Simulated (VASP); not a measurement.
Set up this calculation in VASP 6.6.1, as the native input.

```yaml
Task: single point
Functional: PBEsol
Potentials_or_basis: VASP PAW PBE potentials, release 64 (Zr_sv, Cd)
Cutoff: 520 eV
k_mesh: 8 × 8 × 8
Occupations: gaussian, width 0.1 eV
Spin: no spin polarisation
Dipole_correction: no
Further_INCAR_settings: ALGO = Fast; EDIFF = 1e-07; NBANDS = 38
```

The structure of Zr3Cd2 lies in POSCAR:

```
Zr3Cd2
1.0
    5.7493158315      0.0000000000      0.0000000000
    0.0000000000      5.7493158315      0.0000000000
    0.0000000000      0.0000000000      5.0768325656
Zr Cd
3 2
Direct
    0.0000000000      0.5000000000      0.0000000000
    0.5000000000      0.0000000000      0.0000000000
    0.0000000000      0.0000000000      0.0000000000
    0.5000000000      0.5000000000      0.5000000000
    0.5000000000      0.5000000000      0.0000000000
```

This cell differs from its parent crystal: biaxial strain in the a-b plane: +4.5 %, then relaxed in part.

These files were run (other wordings do the same):

INCAR

```
PREC = Accurate ; ENCUT = 520
EDIFF = 1E-7 ; ISMEAR = 0
SIGMA = 0.1 ; LREAL = False
LASPH = True ; NELM = 80
ALGO = Fast ; ISIF = 2
LWAVE = False ; LCHARG = True
GGA = PS ; LELF = True
LVHAR = True ; NBANDS = 38
```

KPOINTS

```
Automatic mesh
0
Gamma
  8 8 8
```

Potentials or basis: VASP PAW PBE potentials, release 64 (Zr_sv, Cd).

The run is started by

```bash
$ cat potpaw_PBE.64/Zr_sv/POTCAR potpaw_PBE.64/Cd/POTCAR > POTCAR
$ mpirun -np 1 vasp_std > vasp.out
```

Results of the run:

```json
{"Pressure": "-3.8 GPa", "Band gap on the k mesh": "zero (bands 30 and 31 overlap by 1.02 eV)"}
```

Caveat: the cell differs from its parent crystal (biaxial strain in the a-b plane: +4.5 %, then relaxed in part); the cell stands under tension; the PAW data sets were made with another functional, which shifts forces and pressure a little.

Run time: 41 min on 1 thread of Oxide Virtual Turin-like Processor, on a shared host, peak memory 0.53 GiB.
